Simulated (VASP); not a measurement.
A run of VASP 6.6.1 is set up as follows.

The input INCAR:

```
PREC = Accurate
ENCUT = 520
EDIFF = 1E-7
ISMEAR = -1
SIGMA = 0.1
LREAL = False
LASPH = True
NELM = 60
ALGO = Normal
ISIF = 2
LWAVE = False
LCHARG = False
GGA = PS
NBANDS = 11
```

Contents of KPOINTS:

```
Automatic mesh
0
Gamma
  14 14 14
```

Contents of POSCAR:

```
Pd
1.0
    0.0000000000      1.9393681579      1.9393681579
    1.9393681579      0.0000000000      1.9393681579
    1.9393681579      1.9393681579      0.0000000000
Pd
1
Direct
    0.0000000000      0.0000000000      0.0000000000
```

Potentials or basis: VASP PAW PBE potentials, release 64 (Pd).

The run is started by

```bash
$ cat potpaw_PBE.64/Pd/POTCAR > POTCAR
$ mpirun -np 1 vasp_std > vasp.out
```

Question: What does it give for the pressure?

Answer: -0.4 GPa.

Question: What does it give for the band gap on the k mesh?

Answer: Zero (band 5 reaches 10.11 eV, above the bottom of band 6 at 8.49 eV).

Caveat: the PAW data sets were made with another functional, which shifts forces and pressure a little.
